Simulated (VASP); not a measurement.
Write the native input for VASP 6.6.1 that does the following.

```
Task                   : single point
Functional             : PBE
Potentials or basis    : VASP PAW PBE potentials, release 64 (C)
Cutoff                 : 600 eV
k mesh                 : 4 × 4 × 4
Occupations            : gaussian, width 0.01 eV
Spin                   : no spin polarisation
Dipole correction      : no
Further INCAR settings : ALGO = Normal; EDIFF = 1e-06; NBANDS = 11
```

The structure of C lies in POSCAR:

```
C
1.0
    0.0000000000      1.7835000000      1.7835000000
    1.7835000000      0.0000000000      1.7835000000
    1.7835000000      1.7835000000      0.0000000000
C
2
Direct
    0.1193930474      0.1306069526      0.1306069526
    0.8806069526      0.8693930474      0.8693930474
```

These files were run (other wordings do the same):

INCAR

```
PREC = Accurate
ENCUT = 600
EDIFF = 1E-6
ISMEAR = 0
SIGMA = 0.01
LREAL = F
LASPH = T
NELM = 120
ALGO = Normal
ISIF = 2
LWAVE = F
LCHARG = F
GGA = PE
NBANDS = 11
GGA_COMPAT = F
```

KPOINTS

```
Automatic mesh
0
Gamma
  4 4 4
```

Potentials or basis: VASP PAW PBE potentials, release 64 (C).

Command:

```bash
$ cat potpaw_PBE.64/C/POTCAR > POTCAR
$ mpirun -np 1 vasp_std > vasp.out
```

Results of the run:

```json
{
  "Pressure": "3.4 GPa",
  "Largest force": "1.550 eV/Å",
  "Band gap on the k mesh": "3.78 eV, indirect (least direct gap 4.44 eV)"
}
```

Caveat: the k points lie up to 0.76 Å⁻¹ apart; forces of over 1 eV/Å act on the atoms, so gaps and moduli don't describe the material at rest.

It took 5.9 s on 1 thread of Intel Xeon 8259CL, with other jobs on the host, peak memory 0.12 GiB.
